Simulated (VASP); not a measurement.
Runs of VASP 6.6.1 on GaSb. The structure is that of space group I-4m2 (No. 119), or close to it. The cells are those of the table. 

```csv
cell,gap on the mesh (eV),pressure (GPa)
"a = 4.205, b = 4.205, c = 4.856 Å, angles 54.7, 54.7, 70.5°, 2 atoms",none,(a)
"a = 4.720, b = 4.720, c = 3.854 Å, angles 65.9, 65.9, 48.2°, 2 atoms",none,-1.6
"a = 4.497, b = 4.497, c = 4.071 Å, angles 63.1, 63.1, 53.8°, 2 atoms",none,-1.6
"a = 4.238, b = 4.238, c = 4.567 Å, angles 57.4, 57.4, 65.2°, 2 atoms",none,-1.9
```

Alike in all rows: task single point; level LDA; potentials or basis VASP PAW LDA potentials, release 64 (Ga_d, Sb); no spin polarisation; k mesh 16 × 16 × 16; cutoff (eV) 520; smearing gaussian 0.15 eV.

Q: Fill in the values left out.

A: (a) -3.4.

Caveats: spin-orbit coupling is left out, which moves the levels of the heavy elements; semilocal functionals underestimate gaps, so a narrow gap can read as zero (at least some runs); the cell stands under tension (at least some runs).

A k mesh can miss the band edges, and the runs leave out spin-orbit coupling on Ga, Sb.

A gap of «none» marks levels without a gap at the run's occupations.
